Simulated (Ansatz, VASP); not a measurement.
# One calculation of Yb, two programs

```
Yb
1.0
    -1.77860    1.77860    1.77860
     1.77860   -1.77860    1.77860
     1.77860    1.77860   -1.77860
Yb
1
Direct
  0.00000 0.00000 0.00000
```

Change from the starting cell: volume scaled by 0.65, LAPW.

Alike in both runs: task single point; functional PBE; k mesh 14 × 14 × 14; occupations fermi-dirac, width 0.08 eV; no spin polarisation.

|  | VASP | Ansatz |
| --- | --- | --- |
| version | VASP 6.6.1 | Ansatz 0.2.0 |
| potentials or method | VASP PAW PBE potentials, release 64 (Yb), cutoff 520 eV | all-electron LAPW, scalar-relativistic |

```tsv
	VASP	Ansatz	Ansatz less VASP
pressure (GPa)	18.2	19.5	+1.29
```

Ansatz ran all-electron here, and VASP with PAW potentials.

Spin-orbit coupling is off throughout.
